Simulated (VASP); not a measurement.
# W (I4_1/amd) in VASP: further runs

W is run at these levels: PBE; tasks: single point.

Everything below comes from runs of VASP 6.6.1. Logs are shortened: lines on timing, memory, paths and dates and some standing lists are left out, and cuts for length are marked.

### Step 1. The cell of the first run

It takes space group I4_1/amd (No. 141, tetragonal). Conventional cell: a = 4.853 Å, b = 4.853 Å, c = 2.562 Å, α = 90.00°, β = 90.00°, γ = 90.00°. Within 3.3 Å of W (site symmetry -4m2) lie 10 W at 2.51 to 3.10 Å.

### Step 2. Single point, PBE

File INCAR:

```
SYSTEM = W
PREC = Accurate ; ENCUT = 520
EDIFF = 1E-7 ; ISMEAR = -1
SIGMA = 0.08 ; LREAL = .FALSE.
LASPH = .TRUE. ; NELM = 100
ALGO = Normal ; ISIF = 2
LWAVE = .FALSE. ; LCHARG = .TRUE.
GGA = PE ; LELF = .TRUE.
LVHAR = .TRUE. ; NBANDS = 21
```

File KPOINTS:

```
regular mesh
0
G
  17 17 17
  0 0 0
```

File POSCAR:

```
W
1.0
   -2.4266450609      2.4266450609      1.2812044827
    2.4266450609     -2.4266450609      1.2812044827
    2.4266450609      2.4266450609     -1.2812044827
W
2
Direct
   -0.3750000000     -0.1250000000     -0.2500000000
    0.3750000000      0.1250000000      0.2500000000
```

Potentials or basis: VASP PAW PBE potentials, release 64 (W_sv).

Run with:

```
$ cat potpaw_PBE.64/W_sv/POTCAR > POTCAR
$ mpirun -np 1 vasp_std > vasp.out
```

OUTCAR:

```text
SYSTEM = W
   PREC = Accurate
   ENCUT = 520
   EDIFF = 1E-7
   ISMEAR = -1
   LREAL = .FALSE.
   LASPH = .TRUE.
   NELM = 100
   ISIF = 2
   GGA = PE

 ion  position               nearest neighbor table
   1  0.625  0.875  0.750-   2 2.51   2 2.51   2 2.51   2 2.51   2 3.10   2 3.10   2 3.10   2 3.10

   2  0.375  0.125  0.250-   1 2.51   1 2.51   1 2.51   1 2.51   1 3.10   1 3.10   1 3.10   1 3.10

  LATTYP: Found a body centered tetragonal cell.
 ALAT       =     4.8532901218
 C/A-ratio  =     0.5279735810

  Lattice vectors:

 A1 = (  -2.4266450609,   2.4266450609,   1.2812044827)
 A2 = (   2.4266450609,  -2.4266450609,   1.2812044827)
 A3 = (   2.4266450609,   2.4266450609,  -1.2812044827)

Analysis of symmetry for initial positions (statically):
=====================================================================
 Subroutine PRICEL returns:
 Original cell was already a primitive cell.

 Routine SETGRP: Setting up the symmetry group for a
 body centered tetragonal supercell.

 Subroutine GETGRP returns: Found 16 space group operations
 (whereof  4 operations were pure point group operations)
 out of a pool of 16 trial point group operations.

The static configuration has the point symmetry C_2h.
 The point group associated with its full space group is D_4h.

Analysis of symmetry for dynamics (positions and initial velocities):
=====================================================================
 Subroutine PRICEL returns:
 Original cell was already a primitive cell.

 Routine SETGRP: Setting up the symmetry group for a
 body centered tetragonal supercell.

 Subroutine GETGRP returns: Found 16 space group operations
 (whereof  4 operations were pure point group operations)
 out of a pool of 16 trial point group operations.

The dynamic configuration has the point symmetry C_2h.
 The point group associated with its full space group is D_4h.

 Subroutine INISYM returns: Found 16 space group operations
 (whereof  4 operations are pure point group operations),
 and found     1 'primitive' translations

----------------------------------------------------------------------------------------

                                     Primitive cell

  volume of cell :      30.1780

  direct lattice vectors                    reciprocal lattice vectors
    -2.426645061  2.426645061  1.281204483     0.000000000  0.206045791  0.390257767
     2.426645061 -2.426645061  1.281204483     0.206045791  0.000000000  0.390257767
     2.426645061  2.426645061 -1.281204483     0.206045791  0.206045791  0.000000000

  length of vectors
     3.663154028  3.663154028  3.663154028     0.441311672  0.441311672  0.291392751

  position of ions in fractional coordinates (direct lattice)
     0.625000000  0.875000000  0.750000000
     0.375000000  0.125000000  0.250000000

  ion indices of the primitive-cell ions
   primitive index   ion index
                 1           1
                 2           2

----------------------------------------------------------------------------------------

 KPOINTS: regular mesh

Automatic generation of k-mesh.
 Grid dimensions read from file:
 generate k-points for:   17   17   17

 Generating k-lattice:

  Cartesian coordinates                     Fractional coordinates (reciprocal lattice)
     0.000000000  0.012120341  0.022956339     0.058823529 -0.000000000  0.000000000
     0.012120341  0.000000000  0.022956339    -0.000000000  0.058823529  0.000000000
     0.012120341  0.012120341  0.000000000     0.000000000  0.000000000  0.058823529

  Length of vectors
     0.025959510  0.025959510  0.017140750

  Shift w.r.t. Gamma in fractional coordinates (k-lattice)
     0.000000000  0.000000000  0.000000000

 Subroutine IBZKPT returns following result:
 ===========================================

 Found    405 irreducible k-points:

 Following reciprocal coordinates:
            Coordinates               Weight
  0.000000  0.000000  0.000000      1.000000
  0.058824 -0.000000  0.000000      8.000000
  0.117647 -0.000000  0.000000      8.000000
  0.176471  0.000000 -0.000000      8.000000
  0.235294 -0.000000  0.000000      8.000000
  0.294118 -0.000000  0.000000      8.000000
[... 16 lines left out ...]
 -0.176471  0.058824  0.000000     16.000000
 -0.117647  0.058824  0.000000     16.000000
 [... further k-points ...]
   k-points           NKPTS =    405   k-points in BZ     NKDIM =    405   number of bands    NBANDS=     21
   number of dos      NEDOS =    301   number of ions     NIONS =      2
   total plane-waves  NPLWV =  21952
   dimension x,y,z NGX =    28 NGY =   28 NGZ =   28
   dimension x,y,z NGXF=    56 NGYF=   56 NGZF=   56
   ions per type =               2
   NGX,Y,Z   is equivalent  to a cutoff of  12.71, 12.71, 12.71 a.u.
   NGXF,Y,Z  is equivalent  to a cutoff of  25.41, 25.41, 25.41 a.u.
 SYSTEM =  W
   PREC   = accura    normal or accurate (medium, high low for compatibility)
   ISTART =      0    job   : 0-new  1-cont  2-samecut
   ICHARG =      2    charge: 1-file 2-atom 10-const
   ISPIN  =      1    spin polarized calculation?
   LNONCOLLINEAR =      F non collinear calculations
   LSORBIT =      F    spin-orbit coupling
   LASPH  =      T    aspherical Exc in radial PAW
   ENCUT  =  520.0 eV  38.22 Ry    6.18 a.u.   6.81  6.81  6.81*2*pi/ulx,y,z
   NELM   =    100;   NELMIN=  2; NELMDL= -5     # of ELM steps
   EDIFF  = 0.1E-06   stopping-criterion for ELM
   LREAL  =      F    real-space projection
   EDIFFG = 0.1E-05   stopping-criterion for IOM
   NSW    =      0    number of steps for IOM
   IBRION =     -1    ionic relax: 0-MD 1-quasi-New 2-CG
   NFREE  =      0    steps in history (QN), initial steepest desc. (CG)
   ISIF   =      2    stress and relaxation
   ISYM   =      2    0-nonsym 1-usesym 2-fastsym
   POTIM  = 0.5000    time-step for ionic-motion
   TEBEG  =    0.0;   TEEND  =   0.0 temperature during run
   PSTRESS=    0.0 pullay stress
   NELECT =      28.0000    total number of electrons
   NUPDOWN=      -1.0000    fix difference up-down
   EMIN   =  10.00;   EMAX   =-10.00  energy-range for DOS
   EFERMI =   0.00;   METHOD = LEGACY
   ISMEAR =    -1;   SIGMA  =   0.08  broadening in eV -4-tet -1-fermi 0-gaus
   EFERMI_NEDOS =   21; number of points for ismear=-14 and -15
   IALGO  =     38    algorithm
   IMIX   =      4    mixing-type and parameters
     AMIX     =   0.40;   BMIX     =  1.00
     AMIX_MAG =   1.60;   BMIX_MAG =  1.00
  volume/ion in A,a.u.               =      15.09       101.83
  Fermi-wavevector in a.u.,A,eV,Ry     =   1.596726  3.017375 34.688535  2.549535
  Thomas-Fermi vector in A             =   2.694444
   LORBIT       =      0    0 simple, 1 ext, 2 COOP (PROOUT), +10 PAW based schemes
   GGA     = PE    functional components
   LHFCALC =     F    Hartree Fock is set to
   AEXX    =    0.0000 exact exchange contribution
   IVDW    =     0    specifies the selected vdW correction
   LEPSILON=     F    determine dielectric tensor
   LRPA    =     F    only Hartree local field effects (RPA)
 non-spin polarized calculation
  energy-cutoff  :      520.00
  volume of cell :       30.18
 maximum number of plane-waves:       823
   NGX = 13   NGY = 13   NGZ = 13

 number of electron      28.0000007 magnetization

 Free energy of the ion-electron system (eV)
  ---------------------------------------------------
  ext. energy  EPLUGINS =         0.00000000
  ---------------------------------------------------
  free energy    TOTEN  =       -22.96012325 eV

  energy without entropy =      -22.92740268  energy(sigma->0) =      -22.94376296

 E-fermi :  12.1103     XC(G=0): -13.8138

 val. band max:       12.1080660370   @ k =  -0.1765  -0.1765   0.0588
 cond. band min:      12.1111287819   @ k =  -0.1176   0.2941   0.0588
 fundamental gap:      0.0030627449
 Fermi energy:        12.1103190165

 k-point     1 :       0.0000    0.0000    0.0000
  band No.  band energies     occupation
      1     -61.8348      2.00000
      2     -61.4700      2.00000
      3     -26.8497      2.00000
      4     -26.8497      2.00000
      5     -25.1961      2.00000
      6     -25.1961      2.00000
[... 13 lines left out ...]
     20      18.5866      0.00000
     21      20.1157      0.00000

 k-point     2 :       0.0588   -0.0000    0.0000
  band No.  band energies     occupation
      1     -61.8276      2.00000
      2     -61.4682      2.00000
      3     -26.8437      2.00000
      4     -26.8274      2.00000
      5     -25.2615      2.00000
      6     -25.2201      2.00000
[... 13 lines left out ...]
     20      19.0276      0.00000
     21      20.4728      0.00000

 k-point     3 :       0.1176   -0.0000    0.0000
  band No.  band energies     occupation
      1     -61.8067      2.00000
      2     -61.4630      2.00000
      3     -26.8267      2.00000
      4     -26.7640      2.00000
      5     -25.4324      2.00000
      6     -25.3920      2.00000
[... 13 lines left out ...]
     20      20.2377      0.00000
     21      21.3384      0.00000

 k-point     4 :       0.1765    0.0000   -0.0000
  band No.  band energies     occupation
      1     -61.7744      2.00000
      2     -61.4557      2.00000
      3     -26.8004      2.00000
      4     -26.6705      2.00000
      5     -25.6938      2.00000
      6     -25.6279      2.00000
[... 13 lines left out ...]
     20      21.7347      0.00000
     21      22.2822      0.00000

 k-point     5 :       0.2353   -0.0000    0.0000
  band No.  band energies     occupation
      1     -61.7344      2.00000
      2     -61.4478      2.00000
      3     -26.7683      2.00000
      4     -26.5730      2.00000
      5     -25.9988      2.00000
      6     -25.8813      2.00000
[... 13 lines left out ...]
     20      22.6431      0.00000
     21      23.0243      0.00000

 k-point     6 :       0.2941   -0.0000    0.0000
  band No.  band energies     occupation
      1     -61.6912      2.00000
      2     -61.4412      2.00000
      3     -26.7343      2.00000
      4     -26.5499      2.00000
      5     -26.2846      2.00000
      6     -26.0654      2.00000
[... 13 lines left out ...]
     20      22.3301      0.00000
     21      23.5965      0.00000

 k-point     7 :       0.3529   -0.0000    0.0000
  band No.  band energies     occupation
      1     -61.6502      2.00000
      2     -61.4373      2.00000
      3     -26.7032      2.00000
      4     -26.6965      2.00000
      5     -26.5084      2.00000
      6     -26.0655      2.00000
[... 13 lines left out ...]
     20      21.9937      0.00000
     21      23.3498      0.00000
[... 291 lines left out ...]
      1     -61.6783      2.00000
      2     -61.4540      2.00000
      3     -26.7433      2.00000
      4     -26.5065      2.00000
      5     -26.3097      2.00000
      6     -25.9868      2.00000
[... 13 lines left out ...]
     20      21.7705      0.00000
     21      23.3695      0.00000

 k-point    21 :      -0.2941    0.0588   -0.0000
  band No.  band energies     occupation
      1     -61.7219      2.00000
      2     -61.4602      2.00000
      3     -26.7737      2.00000
      4     -26.4925      2.00000
      5     -26.0355      2.00000
      6     -25.8544      2.00000
[... 13 lines left out ...]
     20      21.8564      0.00000
     21      23.2798      0.00000

 k-point    22 :      -0.2353    0.0588   -0.0000
  band No.  band energies     occupation
      1     -61.7634      2.00000
      2     -61.4666      2.00000
      3     -26.8031      2.00000
      4     -26.5914      2.00000
      5     -25.7415      2.00000
      6     -25.6194      2.00000
[... 13 lines left out ...]
     20      21.1386      0.00000
     21      22.8616      0.00000

 k-point    23 :      -0.1765    0.0588    0.0000
  band No.  band energies     occupation
      1     -61.7979      2.00000
      2     -61.4718      2.00000
      3     -26.8256      2.00000
      4     -26.7022      2.00000
      5     -25.4937      2.00000
      6     -25.3896      2.00000
[... 13 lines left out ...]
     20      19.8702      0.00000
     21      22.1399      0.00000

 k-point    24 :      -0.1176    0.0588    0.0000
  band No.  band energies     occupation
      1     -61.8215      2.00000
      2     -61.4743      2.00000
      3     -26.8380      2.00000
      4     -26.7894      2.00000
      5     -25.3300      2.00000
      6     -25.2327      2.00000
[... 13 lines left out ...]
     20      18.7236      0.00000
     21      21.3842      0.00000

 [... further k-points ...]

------------------------ aborting loop because EDIFF is reached ----------------------------------------

  FORCE on cell =-STRESS in cart. coord.  units (eV):
  Direction    XX          YY          ZZ          XY          YZ          ZX
  --------------------------------------------------------------------------------------
  -------------------------------------------------------------------------------------
  Total        9.5434061      9.5434061      9.5348407     -0.0000000     -0.0000000     -0.0000000
  in kB      506.6674802    506.6674802    506.2127355     -0.0000000     -0.0000000     -0.0000000
  external PRESSURE =     506.5158987 kB  Pullay stress =       0.0000000 kB

 VOLUME and BASIS-vectors are now :
 -----------------------------------------------------------------------------
  energy-cutoff  :      520.00
  volume of cell :       30.18
      direct lattice vectors                 reciprocal lattice vectors
    -2.426645061  2.426645061  1.281204483     0.000000000  0.206045791  0.390257767
     2.426645061 -2.426645061  1.281204483     0.206045791  0.000000000  0.390257767
     2.426645061  2.426645061 -1.281204483     0.206045791  0.206045791  0.000000000

 POSITION                                       TOTAL-FORCE (eV/Angst)
 -----------------------------------------------------------------------------------
      2.42665      1.21332      0.96090        -0.000000      0.000000     -0.000000
      0.00000      1.21332      0.32030         0.000000     -0.000000      0.000000
 -----------------------------------------------------------------------------------
    total drift:                                0.000000      0.000000     -0.000000

  FREE ENERGIE OF THE ION-ELECTRON SYSTEM (eV)
  ---------------------------------------------------
  free  energy   TOTEN  =       -22.9601232452 eV

  energy  without entropy=      -22.9274026785  energy(sigma->0) =      -22.94376296
```

It took 6.4 min on 1 thread of Intel Xeon 8259CL, shared host; peak memory 0.32 GiB.

What came out:

```yaml
Free_energy: -22.9601 eV
Pressure: 50.7 GPa
Band_gap_on_the_k_mesh: zero (bands 14 and 15 overlap by 3.84 eV)
```

Caveat: the cell stands under pressure; spin-orbit coupling is left out, which moves the levels of the heavy elements.

### Step 3. Single point, PBE

File INCAR:

```
SYSTEM = W
PREC     = Accurate       ! precision mode
ENCUT    = 520            ! plane-wave cutoff, eV
EDIFF    = 1E-6           ! SCF threshold, eV
ISMEAR   = -1             ! smearing method
SIGMA    = 0.08           ! smearing width, eV
LREAL    = .FALSE.        ! projectors in reciprocal space
LASPH    = .TRUE.         ! aspherical terms in the spheres
NELM     = 100            ! most SCF steps
ALGO     = Normal         ! electronic algorithm
ISIF     = 2              ! what is computed and relaxed
LWAVE    = .FALSE.        ! write WAVECAR
LCHARG   = .FALSE.        ! write CHGCAR
GGA      = PE             ! functional
NBANDS   = 21             ! bands
```

KPOINTS is that of step 2.

File POSCAR:

```
W
1.0
   -2.4263277310      2.4263277310      1.2809486862
    2.4263277310     -2.4263277310      1.2809486862
    2.4263277310      2.4263277310     -1.2809486862
W
2
Direct
   -0.3750000000     -0.1250000000     -0.2500000000
    0.3750000000      0.1250000000      0.2500000000
```

Potentials or basis: VASP PAW PBE potentials, release 64 (W_sv).

Run with:

```
$ cat potpaw_PBE.64/W_sv/POTCAR > POTCAR
$ mpirun -np 1 vasp_std > vasp.out
```

It took 5.3 min on 1 thread of Intel Xeon 8259CL, shared host; peak memory 0.32 GiB.

The run converged. Its results:

- Free energy: -22.9557 eV
- Pressure: 50.8 GPa
- Band gap on the k mesh: zero (bands 14 and 15 overlap by 3.84 eV)

Levels at points of the mesh, in eV from the Fermi level:
| k point | band 10 | band 11 | band 12 | band 13 | band 14 | band 15 | band 16 | band 17 | band 18 | band 19 |
| --- | --- | --- | --- | --- | --- | --- | --- | --- | --- | --- |
| (0.00, 0.00, 0.00) | -6.80 | -4.59 | -4.31 | -3.20 | 2.39 | 2.39 | 2.49 | 2.49 | 5.95 | 6.48 |

Caveat: the cell stands under pressure; spin-orbit coupling is left out, which moves the levels of the heavy elements.
